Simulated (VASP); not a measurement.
# In26GaP27 (a cell with a defect) in VASP: notebook

The runs below take In26GaP27 (a cell with a defect) through single point, with PBE.

All numbers are computed with VASP 6.6.1; they aren't measurements. Logs are shortened: lines on timing, memory, paths and dates and some standing lists are left out, and cuts for length are marked.

## Step 1: The cell of the first run

The cell holds a defect, 54 atoms: a = 12.643 Å, b = 12.643 Å, c = 12.643 Å, α = 60.00°, β = 60.00°, γ = 60.00°.

## Step 2: Single point, PBE

INCAR

```
PREC     = Accurate       # precision mode
ENCUT    = 520            # plane-wave cutoff, eV
EDIFF    = 1E-6           # SCF threshold, eV
ISMEAR   = 0              # smearing method
SIGMA    = 0.02           # smearing width, eV
LREAL    = Auto         
LASPH    = True           # aspherical terms in the spheres
NELM     = 100            # most SCF steps
ALGO     = Normal         # electronic algorithm
ISIF     = 2              # what is computed and relaxed
LWAVE    = False          # write WAVECAR
LCHARG   = True           # write CHGCAR
GGA      = PE             # functional
LELF     = True           # ELF
LVHAR    = True         
NBANDS   = 276            # bands
```

KPOINTS

```
regular mesh
0
Gamma
  1 1 1
```

POSCAR

```
In26GaP27
1.0
    0.0000000000      8.9396820434     -8.9396820434
    8.9396820434      8.9396820434      0.0000000000
    8.9396820434      0.0000000000     -8.9396820434
Ga In P
1 26 27
Direct
    0.6666666667      0.3333333333      0.3333333333
    0.6667023641      0.6641713373      0.3333690308
    0.6667023641      1.0024239344      0.3333690308
    0.3357572678      0.3333690308      0.3333690308
    0.3357572678      0.6641713373      0.3333690308
    0.3335247648      0.0001914315      0.3327590388
    0.9975046707      0.3333690308      0.3333690308
    0.9999780998      0.6666447664      0.3333990341
    0.9975046707      0.0024239344      0.3333690308
    0.6667023641      0.3333690308      0.0024239344
    0.6667023641      0.6641713373      0.0024239344
    0.6660923721      0.0001914315      0.0001914315
    0.3335247648      0.3327590388      0.0001914315
    0.3331600830      0.6668399170     -0.0001732504
    0.3335247648      0.0001914315      0.0001914315
    0.9975046707      0.3333690308      0.0024239344
    1.0001732504      0.6668399170     -0.0001732504
    1.0001732504     -0.0001732504     -0.0001732504
    0.6667023641      0.3333690308      0.6641713373
    0.6667323674      0.6666447664      0.6666447664
    0.6667023641      0.0024239344      0.6641713373
    0.3357572678      0.3333690308      0.6641713373
    0.3331600830      0.6668399170      0.6668399170
    0.3331600830     -0.0001732504      0.6668399170
    0.9999780998      0.3333990341      0.6666447664
    0.9999780998      0.6666447664      0.6666447664
    1.0001732504     -0.0001732504      0.6668399170
    0.5878818196      0.2545484862      0.5696878746
    0.5831951929      0.5834021723      0.5834021723
    0.5831951929      0.9166671293      0.5834021723
    0.2500004626      0.2498618595      0.5834021723
    0.2500004626      0.5834021723      0.5834021723
    0.2500879872      0.9167546538      0.5830693718
    0.9167355056      0.2498618595      0.5834021723
    0.9166666667      0.5833333333      0.5833333333
    0.9167355056      0.9166671293      0.5834021723
    0.5878818196      0.2545484862      0.2545484862
    0.5878818196      0.5696878746      0.2545484862
    0.5837381838      0.9162618162      0.2504048505
    0.2495951495      0.2504048505      0.2504048505
    0.2500004626      0.5834021723      0.2498618595
    0.2495951495      0.9162618162      0.2504048505
    0.9030212079      0.2545484862      0.2545484862
    0.9167355056      0.5834021723      0.2498618595
    0.9167355056      0.9166671293      0.2498618595
    0.5837381838      0.2504048505      0.9162618162
    0.5831951929      0.5834021723      0.9166671293
    0.5837381838      0.9162618162      0.9162618162
    0.2495951495      0.2504048505      0.9162618162
    0.2500879872      0.5830693718      0.9167546538
    0.2500879872      0.9167546538      0.9167546538
    0.9167355056      0.2498618595      0.9166671293
    0.9167355056      0.5834021723      0.9166671293
    0.9164027052      0.9167546538      0.9167546538
```

Potentials or basis: VASP PAW PBE potentials, release 64 (Ga_d, In_d, P).

On the command line:

```console
$ cat potpaw_PBE.64/Ga_d/POTCAR potpaw_PBE.64/In_d/POTCAR potpaw_PBE.64/P/POTCAR > POTCAR
$ mpirun -np 1 vasp_gam > vasp.out
```

OUTCAR:

```text
PREC = Accurate
   ENCUT = 520
   EDIFF = 1E-6
   ISMEAR = 0
   LREAL = Auto
   LASPH = True
   NELM = 100
   ISIF = 2
   GGA = PE

 ion  position               nearest neighbor table
   1  0.667  0.333  0.333-  43 2.44  37 2.44  38 2.44  28 2.44
   2  0.667  0.664  0.333-  44 2.58  29 2.58  39 2.60  38 2.61
   3  0.667  0.002  0.333-  30 2.58  45 2.58  39 2.60  37 2.61
   4  0.336  0.333  0.333-  31 2.58  41 2.58  40 2.60  37 2.61
   5  0.336  0.664  0.333-  32 2.58  41 2.58  42 2.60  38 2.61
   6  0.334  0.000  0.333-  42 2.58  40 2.58  39 2.58  33 2.58
[... 46 lines left out ...]
  53  0.917  0.583  0.917-  26 2.58  17 2.58  16 2.58  11 2.58
  54  0.916  0.917  0.917-  17 2.58  18 2.58  27 2.58  12 2.58

  LATTYP: Found a face centered cubic cell.
 ALAT       =    17.8793640868

  Lattice vectors:

 A1 = (   0.0000000000,   8.9396820434,  -8.9396820434)
 A2 = (   8.9396820434,   8.9396820434,   0.0000000000)
 A3 = (   8.9396820434,   0.0000000000,  -8.9396820434)

Analysis of symmetry for initial positions (statically):
=====================================================================
 Subroutine PRICEL returns:
 Original cell was already a primitive cell.

 Routine SETGRP: Setting up the symmetry group for a
 face centered cubic supercell.

 Subroutine GETGRP returns: Found 24 space group operations
 (whereof  4 operations were pure point group operations)
 out of a pool of 48 trial point group operations.

The static configuration has the point symmetry C_2v.
 The point group associated with its full space group is T_d .

Analysis of symmetry for dynamics (positions and initial velocities):
=====================================================================
 Subroutine PRICEL returns:
 Original cell was already a primitive cell.

 Routine SETGRP: Setting up the symmetry group for a
 face centered cubic supercell.

 Subroutine GETGRP returns: Found 24 space group operations
 (whereof  4 operations were pure point group operations)
 out of a pool of 48 trial point group operations.

The dynamic configuration has the point symmetry C_2v.
 The point group associated with its full space group is T_d .

 Subroutine INISYM returns: Found 24 space group operations
 (whereof  4 operations are pure point group operations),
 and found     1 'primitive' translations

----------------------------------------------------------------------------------------

                                     Primitive cell

  volume of cell :    1428.8815

  direct lattice vectors                    reciprocal lattice vectors
     0.000000000  8.939682043 -8.939682043    -0.055930401  0.055930401 -0.055930401
     8.939682043  8.939682043  0.000000000     0.055930401  0.055930401  0.055930401
     8.939682043  0.000000000 -8.939682043     0.055930401 -0.055930401 -0.055930401

  length of vectors
    12.642619589 12.642619589 12.642619589     0.096874296  0.096874296  0.096874296

  position of ions in fractional coordinates (direct lattice)
     0.666666667  0.333333333  0.333333333
     0.666702364  0.664171337  0.333369031
     0.666702364  0.002423934  0.333369031
     0.335757268  0.333369031  0.333369031
     0.335757268  0.664171337  0.333369031
     0.333524765  0.000191431  0.332759039
[... 46 lines left out ...]
     0.916735506  0.583402172  0.916667129
     0.916402705  0.916754654  0.916754654

  ion indices of the primitive-cell ions
   primitive index   ion index
                 1           1
                 2           2
                 3           3
                 4           4
                 5           5
                 6           6
[... 46 lines left out ...]
                53          53
                54          54

----------------------------------------------------------------------------------------

 KPOINTS: regular mesh

Automatic generation of k-mesh.
 Grid dimensions read from file:
 generate k-points for:    1    1    1

 Generating k-lattice:

  Cartesian coordinates                     Fractional coordinates (reciprocal lattice)
    -0.055930401  0.055930401 -0.055930401     1.000000000  0.000000000  0.000000000
     0.055930401  0.055930401  0.055930401     0.000000000  1.000000000  0.000000000
     0.055930401 -0.055930401 -0.055930401     0.000000000  0.000000000  1.000000000

  Length of vectors
     0.096874296  0.096874296  0.096874296

  Shift w.r.t. Gamma in fractional coordinates (k-lattice)
     0.000000000  0.000000000  0.000000000

 Subroutine IBZKPT returns following result:
 ===========================================

 Found      1 irreducible k-points:

 Following reciprocal coordinates:
            Coordinates               Weight
  0.000000  0.000000  0.000000      1.000000
   k-points           NKPTS =      1   k-points in BZ     NKDIM =      1   number of bands    NBANDS=    276
   number of dos      NEDOS =    301   number of ions     NIONS =     54
   total plane-waves  NPLWV = 884736
   dimension x,y,z NGX =    96 NGY =   96 NGZ =   96
   dimension x,y,z NGXF=   192 NGYF=  192 NGZF=  192
   ions per type =               1  26  27
   NGX,Y,Z   is equivalent  to a cutoff of  12.62, 12.62, 12.62 a.u.
   NGXF,Y,Z  is equivalent  to a cutoff of  25.25, 25.25, 25.25 a.u.
 SYSTEM =  unknown system
   PREC   = accura    normal or accurate (medium, high low for compatibility)
   ISTART =      0    job   : 0-new  1-cont  2-samecut
   ICHARG =      2    charge: 1-file 2-atom 10-const
   ISPIN  =      1    spin polarized calculation?
   LNONCOLLINEAR =      F non collinear calculations
   LSORBIT =      F    spin-orbit coupling
   LASPH  =      T    aspherical Exc in radial PAW
   ENCUT  =  520.0 eV  38.22 Ry    6.18 a.u.  23.51 23.51 23.51*2*pi/ulx,y,z
   NELM   =    100;   NELMIN=  2; NELMDL= -5     # of ELM steps
   EDIFF  = 0.1E-05   stopping-criterion for ELM
   LREAL  =      T    real-space projection
   EDIFFG = 0.1E-04   stopping-criterion for IOM
   NSW    =      0    number of steps for IOM
   IBRION =     -1    ionic relax: 0-MD 1-quasi-New 2-CG
   NFREE  =      0    steps in history (QN), initial steepest desc. (CG)
   ISIF   =      2    stress and relaxation
   ISYM   =      2    0-nonsym 1-usesym 2-fastsym
   POTIM  = 0.5000    time-step for ionic-motion
   TEBEG  =    0.0;   TEEND  =   0.0 temperature during run
   PSTRESS=    0.0 pullay stress
   NELECT =     486.0000    total number of electrons
   NUPDOWN=      -1.0000    fix difference up-down
   EMIN   =  10.00;   EMAX   =-10.00  energy-range for DOS
   EFERMI =   0.00;   METHOD = LEGACY
   ISMEAR =     0;   SIGMA  =   0.02  broadening in eV -4-tet -1-fermi 0-gaus
   EFERMI_NEDOS =   21; number of points for ismear=-14 and -15
   IALGO  =     38    algorithm
   IMIX   =      4    mixing-type and parameters
     AMIX     =   0.40;   BMIX     =  1.00
     AMIX_MAG =   1.60;   BMIX_MAG =  1.00
  volume/ion in A,a.u.               =      26.46       178.57
  Fermi-wavevector in a.u.,A,eV,Ry     =   1.142760  2.159502 17.767839  1.305899
  Thomas-Fermi vector in A             =   2.279457
   LORBIT       =      0    0 simple, 1 ext, 2 COOP (PROOUT), +10 PAW based schemes
   GGA     = PE    functional components
   LHFCALC =     F    Hartree Fock is set to
   AEXX    =    0.0000 exact exchange contribution
   IVDW    =     0    specifies the selected vdW correction
   LEPSILON=     F    determine dielectric tensor
   LRPA    =     F    only Hartree local field effects (RPA)
 non-spin polarized calculation
 Gauss-broadening in eV      SIGMA  =   0.02
  energy-cutoff  :      520.00
  volume of cell :     1428.88
 maximum number of plane-waves:     19259
 NGX is ok and might be reduce to    96
   NGX = 47   NGY = 47   NGZ = 47

 number of electron     486.0000087 magnetization

 Free energy of the ion-electron system (eV)
  ---------------------------------------------------
  ext. energy  EPLUGINS =         0.00000000
  ---------------------------------------------------
  free energy    TOTEN  =      -217.13265953 eV

  energy without entropy =     -217.13265953  energy(sigma->0) =     -217.13265953

 E-fermi :   4.7872     XC(G=0):  -8.9899

 val. band max:        4.6912154039   @ k =   0.0000   0.0000   0.0000
 cond. band min:       5.0576039970   @ k =   0.0000   0.0000   0.0000
 fundamental gap:      0.3663885931
 Fermi energy:         4.7871635088

 k-point     1 :       0.0000    0.0000    0.0000
  band No.  band energies     occupation
      1      -9.9290      2.00000
      2      -9.9290      2.00000
      3      -9.9290      2.00000
      4      -9.8573      2.00000
      5      -9.8573      2.00000
      6      -9.6540      2.00000
[... 247 lines left out ...]
    254       6.7244      0.00000
    255       6.7244      0.00000
 [bands above 255 left out]

------------------------ aborting loop because EDIFF is reached ----------------------------------------

  FORCE on cell =-STRESS in cart. coord.  units (eV):
  Direction    XX          YY          ZZ          XY          YZ          ZX
  --------------------------------------------------------------------------------------
  -------------------------------------------------------------------------------------
  Total        0.8408995      0.8408995      0.8408995      0.0000000     -0.0000000     -0.0000000
  in kB        0.9428845      0.9428845      0.9428845      0.0000000     -0.0000000     -0.0000000
  external PRESSURE =       0.9428845 kB  Pullay stress =       0.0000000 kB

 VOLUME and BASIS-vectors are now :
 -----------------------------------------------------------------------------
  energy-cutoff  :      520.00
  volume of cell :     1428.88
      direct lattice vectors                 reciprocal lattice vectors
     0.000000000  8.939682043 -8.939682043    -0.055930401  0.055930401 -0.055930401
     8.939682043  8.939682043  0.000000000     0.055930401  0.055930401  0.055930401
     8.939682043  0.000000000 -8.939682043     0.055930401 -0.055930401 -0.055930401

 POSITION                                       TOTAL-FORCE (eV/Angst)
 -----------------------------------------------------------------------------------
      5.95979      8.93968     -8.93968        -0.000000      0.000000     -0.000000
      8.91769     11.89759     -8.94032         0.000804      0.000804      0.000735
      3.00188      5.98178     -8.94032        -0.000804     -0.000804      0.000735
      5.96043      5.98178     -5.98178        -0.000735     -0.000804      0.000804
      8.91769      8.93904     -5.98178         0.000804      0.000735      0.000804
      2.97647      2.98332     -5.95637         0.003620     -0.003620     -0.003620
[... 46 lines left out ...]
     13.41014     13.41075    -16.39004         0.002798      0.001232     -0.002798
     16.39099     16.38784    -16.38784         0.001282     -0.001282      0.001282
 -----------------------------------------------------------------------------------
    total drift:                               -0.000005      0.000003     -0.000002

  FREE ENERGIE OF THE ION-ELECTRON SYSTEM (eV)
  ---------------------------------------------------
  free  energy   TOTEN  =      -217.1326595324 eV

  energy  without entropy=     -217.1326595324  energy(sigma->0) =     -217.13265953
```

Wall time 11 min (1 thread of AMD EPYC 9R14 (Zen 4), shared host); peak memory 1.6 GiB.

What came out:

| Property | Result |
| --- | --- |
| Free energy | -217.1327 eV |
| Pressure | 0.1 GPa |
| Largest force | 0.024 eV/Å |
| Band gap on the k mesh | 0.37 eV |

Forces on the atoms (eV/Å):
```
Ga   0.000  0.000  0.000
In   0.001  0.001  0.001
In  -0.001 -0.001  0.001
In  -0.001 -0.001  0.001
In   0.001  0.001  0.001
In   0.004 -0.004 -0.004
In  -0.001  0.001 -0.001
In   0.014 -0.014 -0.014
In  -0.001  0.001 -0.001
In  -0.001 -0.001  0.001
In   0.001  0.001  0.001
In  -0.004  0.004 -0.004
In   0.004  0.004  0.004
In   0.000  0.000  0.014
In  -0.004 -0.004  0.004
In  -0.001  0.001 -0.001
In   0.000  0.014  0.000
In  -0.014  0.000  0.000
In   0.001 -0.001 -0.001
In  -0.014  0.014 -0.014
In   0.001 -0.001 -0.001
In   0.001 -0.001 -0.001
In   0.014  0.000  0.000
In   0.000 -0.014  0.000
In   0.014  0.014  0.014
In  -0.014 -0.014  0.014
In   0.000  0.000 -0.014
P   -0.004  0.004  0.004
P    0.001 -0.003  0.003
P    0.003 -0.001  0.003
P   -0.003 -0.001 -0.003
P    0.001  0.003 -0.003
P   -0.001  0.001  0.001
P   -0.003 -0.003 -0.001
P    0.000  0.000  0.000
P    0.003  0.003 -0.001
P    0.004  0.004 -0.004
P   -0.004 -0.004 -0.004
P    0.000  0.000 -0.004
P    0.004  0.000  0.000
P   -0.003  0.003  0.001
P    0.000 -0.004  0.000
P    0.004 -0.004  0.004
P   -0.003  0.001  0.003
P   -0.001  0.003  0.003
P    0.000  0.004  0.000
P    0.003 -0.003  0.001
P   -0.004  0.000  0.000
P    0.000  0.000  0.004
P   -0.001 -0.001 -0.001
P    0.001  0.001 -0.001
P   -0.001 -0.003 -0.003
P    0.003  0.001 -0.003
P    0.001 -0.001  0.001
```

Caveat: the k points lie up to 0.61 Å⁻¹ apart; spin-orbit coupling is left out, which moves the levels of the heavy elements.

(Continued in part 2 of 2.)
